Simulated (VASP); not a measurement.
# KI (Fm-3m) in VASP: single point with r2SCAN+rVV10

Aim: the single point of KI with r2SCAN+rVV10.

Program: VASP 6.6.1. These are calculated values, not measurements. Logs are shortened: lines on timing, memory, paths and dates and some standing lists are left out, and cuts for length are marked.

### Step 1. The cell of the first run

It takes space group Fm-3m (No. 225, cubic). Conventional cell: a = 7.006 Å, b = 7.006 Å, c = 7.006 Å, α = 90.00°, β = 90.00°, γ = 90.00°. Within 4.6 Å of K (site symmetry m-3m) lie 6 I at 3.50 Å. Within 4.6 Å of I (site symmetry m-3m) lie 6 K at 3.50 Å.

### Step 2. Single point, r2SCAN+rVV10

Contents of POSCAR:

```
KI
1.0
    0.0000000000      3.5031261271      3.5031261271
    3.5031261271      0.0000000000      3.5031261271
    3.5031261271      3.5031261271      0.0000000000
K I
1 1
Direct
    0.0000000000      0.0000000000      0.0000000000
    0.5000000000      0.5000000000      0.5000000000
```

Contents of INCAR.step1:

```
PREC     = Accurate       # precision mode
ENCUT    = 520            # plane-wave cutoff, eV
ISMEAR   = -1             # smearing method
SIGMA    = 0.03           # smearing width, eV
LREAL    = F              # projectors in reciprocal space
LASPH    = T              # aspherical terms in the spheres
NELM     = 60             # most SCF steps
NBANDS   = 15             # bands
GGA      = PE             # functional
ALGO     = Normal         # electronic algorithm
EDIFF    = 1E-4           # SCF threshold, eV
LWAVE    = T              # write WAVECAR
LCHARG   = F              # write CHGCAR
```

Contents of INCAR.step2:

```
PREC     = Accurate       # precision mode
ENCUT    = 520            # plane-wave cutoff, eV
EDIFF    = 1E-6           # SCF threshold, eV
ISMEAR   = -1             # smearing method
SIGMA    = 0.03           # smearing width, eV
LREAL    = F              # projectors in reciprocal space
LASPH    = T              # aspherical terms in the spheres
NELM     = 60             # most SCF steps
ALGO     = Normal         # electronic algorithm
ISIF     = 2              # what is computed and relaxed
LWAVE    = F              # write WAVECAR
LCHARG   = T              # write CHGCAR
METAGGA  = R2SCAN         # meta-GGA
LMIXTAU  = T            
LUSE_VDW = T            
IVDW_NL  = 2            
BPARAM   = 11.95        
CPARAM   = 0.0093       
LELF     = T              # ELF
LVHAR    = T            
NBANDS   = 15             # bands
ISTART   = 1
```

Contents of KPOINTS:

```
Automatic mesh
0
Gamma
  8 8 8
```

Potentials or basis: VASP PAW PBE potentials, release 64 (K_sv, I).

The run is started by

```console
$ cat potpaw_PBE.64/K_sv/POTCAR potpaw_PBE.64/I/POTCAR > POTCAR
$ cp INCAR.step1 INCAR
$ mpirun -np 1 vasp_std > vasp.out
$ cp INCAR.step2 INCAR
$ mpirun -np 1 vasp_std > vasp.out
```

OUTCAR:

```text
PREC = Accurate
   ENCUT = 520
   EDIFF = 1E-6
   ISMEAR = -1
   LREAL = F
   LASPH = T
   NELM = 60
   ISIF = 2
   METAGGA = R2SCAN
   IVDW_NL = 2
   BPARAM = 11.95
   ISTART = 1

 ion  position               nearest neighbor table
   1  0.000  0.000  0.000-   2 3.50   2 3.50   2 3.50   2 3.50   2 3.50   2 3.50
   2  0.500  0.500  0.500-   1 3.50   1 3.50   1 3.50   1 3.50   1 3.50   1 3.50

  LATTYP: Found a face centered cubic cell.
 ALAT       =     7.0062522542

  Lattice vectors:

 A1 = (   0.0000000000,   3.5031261271,   3.5031261271)
 A2 = (   3.5031261271,   0.0000000000,   3.5031261271)
 A3 = (   3.5031261271,   3.5031261271,   0.0000000000)

Analysis of symmetry for initial positions (statically):
=====================================================================
 Subroutine PRICEL returns:
 Original cell was already a primitive cell.

 Routine SETGRP: Setting up the symmetry group for a
 face centered cubic supercell.

 Subroutine GETGRP returns: Found 48 space group operations
 (whereof 48 operations were pure point group operations)
 out of a pool of 48 trial point group operations.

The static configuration has the point symmetry O_h .

Analysis of symmetry for dynamics (positions and initial velocities):
=====================================================================
 Subroutine PRICEL returns:
 Original cell was already a primitive cell.

 Routine SETGRP: Setting up the symmetry group for a
 face centered cubic supercell.

 Subroutine GETGRP returns: Found 48 space group operations
 (whereof 48 operations were pure point group operations)
 out of a pool of 48 trial point group operations.

The dynamic configuration has the point symmetry O_h .

 Subroutine INISYM returns: Found 48 space group operations
 (whereof 48 operations are pure point group operations),
 and found     1 'primitive' translations

----------------------------------------------------------------------------------------

                                     Primitive cell

  volume of cell :      85.9800

  direct lattice vectors                    reciprocal lattice vectors
     0.000000000  3.503126127  3.503126127    -0.142729660  0.142729660  0.142729660
     3.503126127  0.000000000  3.503126127     0.142729660 -0.142729660  0.142729660
     3.503126127  3.503126127  0.000000000     0.142729660  0.142729660 -0.142729660

  length of vectors
     4.954168480  4.954168480  4.954168480     0.247215022  0.247215022  0.247215022

  position of ions in fractional coordinates (direct lattice)
     0.000000000  0.000000000  0.000000000
     0.500000000  0.500000000  0.500000000

  ion indices of the primitive-cell ions
[... 89 lines left out ...]
   EFERMI =   0.00;   METHOD = LEGACY
   ISMEAR =    -1;   SIGMA  =   0.03  broadening in eV -4-tet -1-fermi 0-gaus
   EFERMI_NEDOS =   21; number of points for ismear=-14 and -15
   IALGO  =     38    algorithm
   IMIX   =      4    mixing-type and parameters
     AMIX     =   0.40;   BMIX     =  1.00
     AMIX_MAG =   1.60;   BMIX_MAG =  1.00
  volume/ion in A,a.u.               =      42.99       290.11
  Fermi-wavevector in a.u.,A,eV,Ry     =   0.934650  1.766233 11.885652  0.873571
  Thomas-Fermi vector in A             =   2.061477
   LORBIT       =      0    0 simple, 1 ext, 2 COOP (PROOUT), +10 PAW based schemes
   METAGGA = R2SCAN    functional components
   LHFCALC =     F    Hartree Fock is set to
   AEXX    =    0.0000 exact exchange contribution
   IVDW_NL    =     2    kernel type
   BPARAM     =11.9500
   IVDW    =     0    specifies the selected vdW correction
   LEPSILON=     F    determine dielectric tensor
   LRPA    =     F    only Hartree local field effects (RPA)
 non-spin polarized calculation
  energy-cutoff  :      520.00
  volume of cell :       85.98
 maximum number of plane-waves:      2337
 NGX is ok and might be reduce to    40
   NGX = 19   NGY = 19   NGZ = 19

 number of electron      15.9999999 magnetization

 Free energy of the ion-electron system (eV)
  ---------------------------------------------------
  ext. energy  EPLUGINS =         0.00000000
  ---------------------------------------------------
  free energy    TOTEN  =       -33.43860009 eV

  energy without entropy =      -33.43860009  energy(sigma->0) =      -33.43860009

 E-fermi :   0.0030     XC(G=0):  -7.6975

 val. band max:       -0.6322565695   @ k =   0.0000   0.0000   0.0000
 cond. band min:       3.9427033268   @ k =   0.0000   0.0000   0.0000
 fundamental gap:      4.5749598963
 Fermi energy:         0.0029875763

 k-point     1 :       0.0000    0.0000    0.0000
  band No.  band energies     occupation
      1     -30.2077      2.00000
      2     -12.9297      2.00000
      3     -12.9297      2.00000
      4     -12.9297      2.00000
      5     -11.4897      2.00000
      6      -0.6323      2.00000
      7      -0.6323      2.00000
      8      -0.6323      2.00000
      9       3.9427      0.00000
     10       6.3507      0.00000
     11       6.3507      0.00000
     12       6.3507      0.00000
     13       7.2517      0.00000
     14       7.2517      0.00000
[... 401 lines left out ...]
      2     -13.0597      2.00000
      3     -12.9485      2.00000
      4     -12.9389      2.00000
      5     -11.2014      2.00000
      6      -1.8084      2.00000
      7      -1.2188      2.00000
      8      -1.0476      2.00000
      9       5.8574      0.00000
     10       6.7123      0.00000
     11       7.5337      0.00000
     12       8.3543      0.00000
     13       8.8055      0.00000
     14       9.0548      0.00000
     15       9.9971      0.00000

 [... further k-points ...]

------------------------ aborting loop because EDIFF is reached ----------------------------------------

  FORCE on cell =-STRESS in cart. coord.  units (eV):
  Direction    XX          YY          ZZ          XY          YZ          ZX
  --------------------------------------------------------------------------------------
  -------------------------------------------------------------------------------------
  Total        0.0237640      0.0237640      0.0237640      0.0000000     -0.0000000     -0.0000000
  in kB        0.4428250      0.4428250      0.4428250      0.0000000     -0.0000000     -0.0000000
  external PRESSURE =       0.4428250 kB  Pullay stress =       0.0000000 kB

 VOLUME and BASIS-vectors are now :
 -----------------------------------------------------------------------------
  energy-cutoff  :      520.00
  volume of cell :       85.98
      direct lattice vectors                 reciprocal lattice vectors
     0.000000000  3.503126127  3.503126127    -0.142729660  0.142729660  0.142729660
     3.503126127  0.000000000  3.503126127     0.142729660 -0.142729660  0.142729660
     3.503126127  3.503126127  0.000000000     0.142729660  0.142729660 -0.142729660

 POSITION                                       TOTAL-FORCE (eV/Angst)
 -----------------------------------------------------------------------------------
      0.00000      0.00000      0.00000         0.000000      0.000000      0.000000
      3.50313      3.50313      3.50313        -0.000000     -0.000000     -0.000000
 -----------------------------------------------------------------------------------
    total drift:                                0.000000     -0.000000     -0.000000

  FREE ENERGIE OF THE ION-ELECTRON SYSTEM (eV)
  ---------------------------------------------------
  free  energy   TOTEN  =       -33.4386000879 eV

  energy  without entropy=      -33.4386000878  energy(sigma->0) =      -33.43860009
```

OUTCAR.step1:

```text
PREC = Accurate
   ENCUT = 520
   ISMEAR = -1
   LREAL = F
   LASPH = T
   NELM = 60
[... 651 lines left out ...]
 -----------------------------------------------------------------------------------
      0.00000      0.00000      0.00000         0.000000     -0.000000     -0.000000
      3.50313      3.50313      3.50313        -0.000000      0.000000      0.000000
 -----------------------------------------------------------------------------------
    total drift:                                0.000000     -0.000000     -0.000000

  FREE ENERGIE OF THE ION-ELECTRON SYSTEM (eV)
  ---------------------------------------------------
  free  energy   TOTEN  =        -5.5453837021 eV

  energy  without entropy=       -5.5453837021  energy(sigma->0) =       -5.54538370
```

It took 2.2 min on 1 thread of Intel Xeon 6975P-C (Granite Rapids), shared host; peak memory 0.49 GiB.

Results:

| Property | Result |
| --- | --- |
| Free energy | -33.4386 eV |
| Pressure | 0.0 GPa |
| Band gap on the k mesh | 4.58 eV, direct |

Caveat: the PAW data sets were made with another functional, which shifts forces and pressure a little; spin-orbit coupling is left out, which moves the levels of the heavy elements. r2SCAN opens gaps a little over a GGA but as a rule still falls short of measured ones.
